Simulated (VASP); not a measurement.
# Mg (P6_3/mmc) in VASP: a series of runs, part 2 of 2

VASP 6.6.1. Earlier steps stand in the parts before.

## (3) Single point, PBE

The input, INCAR:

```
  PREC = Accurate
  ENCUT = 520
  EDIFF = 1E-6
  ISMEAR = 0
  SIGMA = 0.1
  LREAL = F
  LASPH = T
  NELM = 80
  ALGO = Fast
  ISIF = 2
  LWAVE = F
  LCHARG = T
  GGA = PE
  LELF = T
  LVHAR = T
  NBANDS = 9
```

The input, KPOINTS:

```
Automatic mesh
0
Gamma
  15 15 8
```

The input, POSCAR:

```
Mg
1.0
    3.2094116918      0.0000000000      0.0000000000
   -1.6047058459      2.7794320563      0.0000000000
    0.0000000000      0.0000000000      5.1433981866
Mg
2
Direct
    0.3333333333      0.6666666667      0.2500000000
    0.6666666667      0.3333333333      0.7500000000
```

Potentials or basis: VASP PAW PBE potentials, release 64 (Mg).

Command:

```
$ cat potpaw_PBE.64/Mg/POTCAR > POTCAR
$ mpirun -np 1 vasp_std > vasp.out
```

OUTCAR:

```text
PREC = Accurate
   ENCUT = 520
   EDIFF = 1E-6
   ISMEAR = 0
   LREAL = F
   LASPH = T
   NELM = 80
   ISIF = 2
   GGA = PE

 ion  position               nearest neighbor table
   1  0.333  0.667  0.250-   2 3.17   2 3.17   2 3.17   2 3.17   2 3.17   2 3.17
   2  0.667  0.333  0.750-   1 3.17   1 3.17   1 3.17   1 3.17   1 3.17   1 3.17

  LATTYP: Found a hexagonal cell.
 ALAT       =     3.2094116918
 C/A-ratio  =     1.6025984450

  Lattice vectors:

 A1 = (   3.2094116918,   0.0000000000,   0.0000000000)
 A2 = (  -1.6047058459,   2.7794320563,   0.0000000000)
 A3 = (   0.0000000000,   0.0000000000,   5.1433981866)

Analysis of symmetry for initial positions (statically):
=====================================================================
 Subroutine PRICEL returns:
 Original cell was already a primitive cell.

 Routine SETGRP: Setting up the symmetry group for a
 hexagonal supercell.

 Subroutine GETGRP returns: Found 24 space group operations
 (whereof 12 operations were pure point group operations)
 out of a pool of 24 trial point group operations.

The static configuration has the point symmetry D_3d.
 The point group associated with its full space group is D_6h.

Analysis of symmetry for dynamics (positions and initial velocities):
=====================================================================
 Subroutine PRICEL returns:
 Original cell was already a primitive cell.

 Routine SETGRP: Setting up the symmetry group for a
 hexagonal supercell.

 Subroutine GETGRP returns: Found 24 space group operations
 (whereof 12 operations were pure point group operations)
 out of a pool of 24 trial point group operations.

The dynamic configuration has the point symmetry D_3d.
 The point group associated with its full space group is D_6h.

 Subroutine INISYM returns: Found 24 space group operations
 (whereof 12 operations are pure point group operations),
 and found     1 'primitive' translations

----------------------------------------------------------------------------------------

                                     Primitive cell

  volume of cell :      45.8809

  direct lattice vectors                    reciprocal lattice vectors
     3.209411692  0.000000000  0.000000000     0.311583585  0.179892867  0.000000000
    -1.604705846  2.779432056  0.000000000     0.000000000  0.359785733  0.000000000
     0.000000000  0.000000000  5.143398187     0.000000000  0.000000000  0.194423990

  length of vectors
     3.209411692  3.209411692  5.143398187     0.359785733  0.359785733  0.194423990

  position of ions in fractional coordinates (direct lattice)
     0.333333333  0.666666667  0.250000000
     0.666666667  0.333333333  0.750000000

  ion indices of the primitive-cell ions
   primitive index   ion index
                 1           1
                 2           2

----------------------------------------------------------------------------------------

 KPOINTS: Automatic mesh

Automatic generation of k-mesh.
 Grid dimensions read from file:
 generate k-points for:   15   15    8

 Generating k-lattice:

  Cartesian coordinates                     Fractional coordinates (reciprocal lattice)
     0.020772239  0.011992858  0.000000000     0.066666667  0.000000000  0.000000000
     0.000000000  0.023985716  0.000000000     0.000000000  0.066666667  0.000000000
     0.000000000  0.000000000  0.024302999     0.000000000  0.000000000  0.125000000

  Length of vectors
     0.023985716  0.023985716  0.024302999

  Shift w.r.t. Gamma in fractional coordinates (k-lattice)
     0.000000000  0.000000000  0.000000000

 Subroutine IBZKPT returns following result:
 ===========================================

 Found    135 irreducible k-points:

 Following reciprocal coordinates:
            Coordinates               Weight
  0.000000  0.000000  0.000000      1.000000
  0.066667 -0.000000  0.000000      6.000000
  0.133333 -0.000000  0.000000      6.000000
  0.200000 -0.000000  0.000000      6.000000
  0.266667 -0.000000  0.000000      6.000000
  0.333333  0.000000  0.000000      6.000000
[... 16 lines left out ...]
  0.333333  0.200000  0.000000     12.000000
  0.400000  0.200000  0.000000      6.000000
 [... further k-points ...]
   k-points           NKPTS =    135   k-points in BZ     NKDIM =    135   number of bands    NBANDS=      9
   number of dos      NEDOS =    301   number of ions     NIONS =      2
   total plane-waves  NPLWV =  23040
   dimension x,y,z NGX =    24 NGY =   24 NGZ =   40
   dimension x,y,z NGXF=    48 NGYF=   48 NGZF=   80
   ions per type =               2
   NGX,Y,Z   is equivalent  to a cutoff of  12.43, 12.43, 12.93 a.u.
   NGXF,Y,Z  is equivalent  to a cutoff of  24.86, 24.86, 25.86 a.u.
 SYSTEM =  unknown system
   PREC   = accura    normal or accurate (medium, high low for compatibility)
   ISTART =      0    job   : 0-new  1-cont  2-samecut
   ICHARG =      2    charge: 1-file 2-atom 10-const
   ISPIN  =      1    spin polarized calculation?
   LNONCOLLINEAR =      F non collinear calculations
   LSORBIT =      F    spin-orbit coupling
   LASPH  =      T    aspherical Exc in radial PAW
   ENCUT  =  520.0 eV  38.22 Ry    6.18 a.u.   5.97  5.97  9.56*2*pi/ulx,y,z
   NELM   =     80;   NELMIN=  2; NELMDL= -5     # of ELM steps
   EDIFF  = 0.1E-05   stopping-criterion for ELM
   LREAL  =      F    real-space projection
   EDIFFG = 0.1E-04   stopping-criterion for IOM
   NSW    =      0    number of steps for IOM
   IBRION =     -1    ionic relax: 0-MD 1-quasi-New 2-CG
   NFREE  =      0    steps in history (QN), initial steepest desc. (CG)
   ISIF   =      2    stress and relaxation
   ISYM   =      2    0-nonsym 1-usesym 2-fastsym
   POTIM  = 0.5000    time-step for ionic-motion
   TEBEG  =    0.0;   TEEND  =   0.0 temperature during run
   PSTRESS=    0.0 pullay stress
   NELECT =       4.0000    total number of electrons
   NUPDOWN=      -1.0000    fix difference up-down
   EMIN   =  10.00;   EMAX   =-10.00  energy-range for DOS
   EFERMI =   0.00;   METHOD = LEGACY
   ISMEAR =     0;   SIGMA  =   0.10  broadening in eV -4-tet -1-fermi 0-gaus
   EFERMI_NEDOS =   21; number of points for ismear=-14 and -15
   IALGO  =     68    algorithm
   IMIX   =      4    mixing-type and parameters
     AMIX     =   0.40;   BMIX     =  1.00
     AMIX_MAG =   1.60;   BMIX_MAG =  1.00
  volume/ion in A,a.u.               =      22.94       154.81
  Fermi-wavevector in a.u.,A,eV,Ry     =   0.725913  1.371776  7.169576  0.526949
  Thomas-Fermi vector in A             =   1.816754
   LORBIT       =      0    0 simple, 1 ext, 2 COOP (PROOUT), +10 PAW based schemes
   GGA     = PE    functional components
   LHFCALC =     F    Hartree Fock is set to
   AEXX    =    0.0000 exact exchange contribution
   IVDW    =     0    specifies the selected vdW correction
   LEPSILON=     F    determine dielectric tensor
   LRPA    =     F    only Hartree local field effects (RPA)
 non-spin polarized calculation
 RMM-DIIS sequential band-by-band and
 Gauss-broadening in eV      SIGMA  =   0.10
  energy-cutoff  :      520.00
  volume of cell :       45.88
 maximum number of plane-waves:      1260
 NGX is ok and might be reduce to    24
   NGX = 11   NGY = 11   NGZ = 19

 number of electron       4.0000000 magnetization

 Free energy of the ion-electron system (eV)
  ---------------------------------------------------
  ext. energy  EPLUGINS =         0.00000000
  ---------------------------------------------------
  free energy    TOTEN  =        -3.01497458 eV

  energy without entropy =       -3.01013024  energy(sigma->0) =       -3.01255241

 E-fermi :   2.6353     XC(G=0):  -8.4932

 val. band max:        2.6222611590   @ k =   0.3333   0.1333   0.1250
 cond. band min:       2.6530150398   @ k =   0.2667   0.2667   0.2500
 fundamental gap:      0.0307538808
 Fermi energy:         2.6352646579

 k-point     1 :       0.0000    0.0000    0.0000
  band No.  band energies     occupation
      1      -4.2976      2.00000
      2       1.0200      2.00000
      3       1.5165      2.00000
      4      13.4436      0.00000
      5      13.4436      0.00000
      6      13.5276      0.00000
      7      13.5276      0.00000
      8      14.5277      0.00000
      9      15.9276      0.00000
[... 265 lines left out ...]
 k-point    24 :       0.4000    0.2000    0.0000
  band No.  band energies     occupation
      1       1.0100      2.00000
      2       1.0172      2.00000
      3       4.5052      0.00000
      4       5.8415      0.00000
      5       6.2293      0.00000
      6       6.4944      0.00000
      7       7.8125      0.00000
      8       9.7048      0.00000
      9      10.8218      0.00000

 [... further k-points ...]
[... 5 lines left out ...]
  --------------------------------------------------------------------------------------
  -------------------------------------------------------------------------------------
  Total       -0.0327038     -0.0327038     -0.0459241      0.0000000      0.0000000      0.0000000
  in kB       -1.1420307     -1.1420307     -1.6036866      0.0000000      0.0000000      0.0000000
  external PRESSURE =      -1.2959160 kB  Pullay stress =       0.0000000 kB

 VOLUME and BASIS-vectors are now :
 -----------------------------------------------------------------------------
  energy-cutoff  :      520.00
  volume of cell :       45.88
      direct lattice vectors                 reciprocal lattice vectors
     3.209411692  0.000000000  0.000000000     0.311583585  0.179892867  0.000000000
    -1.604705846  2.779432056  0.000000000     0.000000000  0.359785733  0.000000000
     0.000000000  0.000000000  5.143398187     0.000000000  0.000000000  0.194423990

 POSITION                                       TOTAL-FORCE (eV/Angst)
 -----------------------------------------------------------------------------------
     -0.00000      1.85295      1.28585        -0.000000      0.000000      0.000000
      1.60471      0.92648      3.85755         0.000000     -0.000000      0.000000
 -----------------------------------------------------------------------------------
    total drift:                                0.000000     -0.000000      0.000000

  FREE ENERGIE OF THE ION-ELECTRON SYSTEM (eV)
  ---------------------------------------------------
  free  energy   TOTEN  =        -3.0149745769 eV

  energy  without entropy=       -3.0101302374  energy(sigma->0) =       -3.01255241
```

OSZICAR:

```text
N       E                     dE             d eps       ncg     rms          rms(c)
DAV:   1    -0.314928744310E+00   -0.31493E+00   -0.13381E+03  2430   0.318E+02
DAV:   2    -0.298710774874E+01   -0.26722E+01   -0.26238E+01  3204   0.269E+01
DAV:   3    -0.302837169847E+01   -0.41264E-01   -0.40282E-01  3218   0.276E+00
DAV:   4    -0.302851867212E+01   -0.14697E-03   -0.14696E-03  3020   0.149E-01
DAV:   5    -0.302851928865E+01   -0.61653E-06   -0.61644E-06  3186   0.101E-02    0.963E-01
RMM:   6    -0.302244411982E+01    0.60752E-02   -0.51143E-04  2467   0.192E-01    0.616E-01
RMM:   7    -0.301495662544E+01    0.74875E-02   -0.21046E-03  2522   0.360E-01    0.332E-02
RMM:   8    -0.301497507911E+01   -0.18454E-04   -0.83335E-05  2637   0.711E-02    0.789E-03
RMM:   9    -0.301497457694E+01    0.50217E-06   -0.70598E-06  2761   0.172E-02
   1 F= -.30149746E+01 E0= -.30125524E+01  d E =-.484434E-02
```

stdout:

```text
POSCAR found type information on POSCAR Mg
 POSCAR found :  1 types and       2 ions
 scaLAPACK will be used
 LDA part: xc-table for (Slater+PW92), standard interpolation
 POSCAR, INCAR and KPOINTS ok, starting setup
 FFT: planning ... GRIDC
 FFT: planning ... GRID_SOFT
 FFT: planning ... GRID
 WAVECAR not read
 entering main loop
```

It took 51 s on 1 thread of AMD EPYC 7R13 (Zen 3), shared host; peak memory 0.16 GiB.

Results:

```yaml
Free_energy: -3.0150 eV
Pressure: -0.1 GPa
Band_gap_on_the_k_mesh: zero (band 2 reaches 3.53 eV, above the bottom of band 3 at 1.52 eV)
```

## (4) Relaxation of cell and atoms, PBE

This run uses another cell than the first one, of 22.40 Å³/atom, 0.976 times its volume.

The input, INCAR:

```
SYSTEM = Mg
ALGO = Fast
EDIFF = 1E-7
EDIFFG = -0.005
ENCUT = 600
GGA = PE
IBRION = 2
ISIF = 3
ISMEAR = 0
LASPH = .TRUE.
LCHARG = .FALSE.
LREAL = .FALSE.
LWAVE = .FALSE.
NELM = 100
NSW = 100
PREC = Accurate
SIGMA = 0.1
```

The input, KPOINTS:

```
k-points
0
G
  18 18 8
  0 0 0
```

The input, POSCAR:

```
Mg
1.0
    3.1720232863      0.0000000000      0.0000000000
   -1.5860116431      2.7470527473      0.0000000000
    0.0000000000      0.0000000000      5.1412049000
Mg
2
Direct
    0.3333333300      0.6666666700      0.2500000000
    0.6666666700      0.3333333300      0.7500000000
```

Potentials or basis: VASP PAW PBE potentials, release 64 (Mg).

Command:

```
$ cat potpaw_PBE.64/Mg/POTCAR > POTCAR
$ mpirun -np 1 vasp_std > vasp.out
```

OUTCAR:

```text
SYSTEM = Mg
   EDIFF = 1E-7
   EDIFFG = -0.005
   ENCUT = 600
   GGA = PE
   IBRION = 2
   ISIF = 3
   ISMEAR = 0
   LASPH = .TRUE.
   LREAL = .FALSE.
   NELM = 100
   NSW = 100
   PREC = Accurate

 ion  position               nearest neighbor table
   1  0.333  0.667  0.250-   2 3.16   2 3.16   2 3.16   2 3.16   2 3.16   2 3.16
   2  0.667  0.333  0.750-   1 3.16   1 3.16   1 3.16   1 3.16   1 3.16   1 3.16

  LATTYP: Found a hexagonal cell.
 ALAT       =     3.1720232863
 C/A-ratio  =     1.6207967080

  Lattice vectors:

 A1 = (   3.1720232863,   0.0000000000,   0.0000000000)
 A2 = (  -1.5860116431,   2.7470527473,   0.0000000000)
 A3 = (   0.0000000000,   0.0000000000,   5.1412049000)

Analysis of symmetry for initial positions (statically):
=====================================================================
 Subroutine PRICEL returns:
[... 362 lines left out ...]
  free energy    TOTEN  =        -3.01605147 eV

  energy without entropy =       -3.01147470  energy(sigma->0) =       -3.01376309

 E-fermi :   2.6662     XC(G=0):  -8.5048

 val. band max:        2.6615768771   @ k =   0.3889   0.1111   0.3750
 cond. band min:       2.6765134000   @ k =   0.2778   0.1667   0.1250
 fundamental gap:      0.0149365229
 Fermi energy:         2.6662414970

 k-point     1 :       0.0000    0.0000    0.0000
  band No.  band energies     occupation
      1      -4.2942      2.00000
      2       1.0293      2.00000
      3       1.5284      2.00000
      4      13.4931      0.00000
      5      13.4933      0.00000
      6      13.5868      0.00000
[... 199 lines left out ...]
 k-point    24 :       0.3889    0.1111    0.0000
  band No.  band energies     occupation
      1      -0.3275      2.00000
      2       1.7155      2.00000
      3       4.7272      0.00000
      4       5.3641      0.00000
      5       6.6318      0.00000
      6       6.7636      0.00000

 [... further k-points ...]
[... 5 lines left out ...]
  --------------------------------------------------------------------------------------
  -------------------------------------------------------------------------------------
  Total        0.0019955      0.0019955     -0.0036977      0.0000000     -0.0000000      0.0000000
  in kB        0.0699455      0.0699455     -0.1296098      0.0000000     -0.0000000      0.0000000
  external PRESSURE =       0.0034271 kB  Pullay stress =       0.0000000 kB
[... 17 lines left out ...]
  FREE ENERGIE OF THE ION-ELECTRON SYSTEM (eV)
  ---------------------------------------------------
  free  energy   TOTEN  =        -3.0160514745 eV

  energy  without entropy=       -3.0114746968  energy(sigma->0) =       -3.01376309

 reached required accuracy - stopping structural energy minimisation
```

OSZICAR:

```text
N       E                     dE             d eps       ncg     rms          rms(c)
DAV:   1     0.326026808873E+00    0.32603E+00   -0.13789E+03  2226   0.524E+02
DAV:   2    -0.300656277321E+01   -0.33326E+01   -0.31340E+01  2994   0.309E+01
[... 31 lines left out ...]
   5 F= -.30159731E+01 E0= -.30136471E+01  d E =-.106556E-03
       N       E                     dE             d eps       ncg     rms          rms(c)
DAV:   1    -0.301605409378E+01   -0.80987E-04   -0.88584E-04  3030   0.159E-01    0.130E-02
RMM:   2    -0.301605256681E+01    0.15270E-05   -0.37597E-06  2218   0.158E-02    0.821E-03
RMM:   3    -0.301605147218E+01    0.10946E-05   -0.99402E-07  2220   0.718E-03    0.154E-04
RMM:   4    -0.301605147450E+01   -0.23159E-08   -0.59921E-08  1501   0.210E-03
   6 F= -.30160515E+01 E0= -.30137631E+01  d E =-.184924E-03
```

CONTCAR:

```text
Mg
   1.00000000000000
     3.2045216740284359    0.0000000000005936    0.0000000000000000
    -1.6022608369631917    2.7751971766535917    0.0000000000000000
     0.0000000000000000   -0.0000000000000000    5.1398516676485606
  Mg
     2
Direct
     0.3333333300000021    0.6666666699999979    0.2500000000000000
     0.6666666699999979    0.3333333300000021    0.7500000000000000

  0.00000000E+00  0.00000000E+00  0.00000000E+00
  0.00000000E+00  0.00000000E+00  0.00000000E+00
```

Wall time 54 s (1 thread of Intel Xeon 6975P-C (Granite Rapids), shared host); peak memory 0.23 GiB.

Results:

```
Free energy                            : -3.0161 eV
Relaxed volume                         : 22.85 Å³/atom
Relaxed cell                           : a = 3.205 Å, b = 3.205 Å, c = 5.140 Å, α = 90.00°, β = 90.00°, γ = 120.00°
Space group after relaxing (to 0.05 Å) : P6_3/mmc (No. 194)
Energy gained by relaxing              : 1.3 meV/atom
Ionic steps                            : 6
Pressure after relaxing                : 0.0 GPa
Band gap on the k mesh                 : zero (band 2 reaches 3.68 eV, above the bottom of band 3 at 1.53 eV)
```

Step by step:
```csv
step,energy change (eV),largest force (eV/Å),pressure (GPa),volume (Å³)
1,0.0000,0.0000,0.77,44.80
2,-0.0023,0.0000,0.17,45.50
3,-0.0025,0.0000,-0.05,45.77
4,-0.0025,0.0000,-0.04,45.75
5,-0.0026,0.0000,-0.02,45.74
6,-0.0026,0.0000,0.00,45.71
```

Final structure:
```
CELL_PARAMETERS angstrom
3.20452 0.00000 0.00000
-1.60226 2.77520 0.00000
0.00000 0.00000 5.13985
ATOMIC_POSITIONS crystal
Mg 0.33333 0.66667 0.25000
Mg 0.66667 0.33333 0.75000
```

Levels at points of the mesh, in eV from the Fermi level:
| k point | band 1 | band 2 | band 3 | band 4 | band 5 | band 6 |
| --- | --- | --- | --- | --- | --- | --- |
| (0.00, 0.00, 0.00) | -6.96 | -1.64 | -1.14 | 10.83 | 10.83 | 10.92 |
| (0.50, 0.00, 0.00) | -2.19 | -2.19 | 2.68 | 3.04 | 3.37 | 3.74 |
| (0.00, 0.00, 0.50) | -5.54 | -5.54 | 5.22 | 5.22 | 11.59 | 11.59 |
| (0.50, 0.00, 0.50) | -1.13 | -1.13 | -0.47 | -0.47 | 7.97 | 7.98 |

## (5) The runs side by side

```csv
task,cell,k mesh,cutoff (eV),gap on the mesh (eV),pressure (GPa)
single point,"a = 3.209, b = 3.209, c = 5.146 Å, angles 90.0, 90.0, 120.0°, 2 atoms",18 × 18 × 8,520,none,-0.1
single point,"a = 3.209, b = 3.209, c = 5.143 Å, angles 90.0, 90.0, 120.0°, 2 atoms",15 × 15 × 8,520,none,-0.1
relaxation of cell and atoms,"relaxed from a = 3.172, b = 3.172, c = 5.141 Å, angles 90.0, 90.0, 120.0°, 2 atoms",18 × 18 × 8,600,none,0.0
```

Alike in all rows: level PBE; potentials or basis VASP PAW PBE potentials, release 64 (Mg); no spin polarisation; smearing gaussian 0.1 eV.

Total energies depend on the potentials used, so only differences within one code and one set of settings carry meaning.
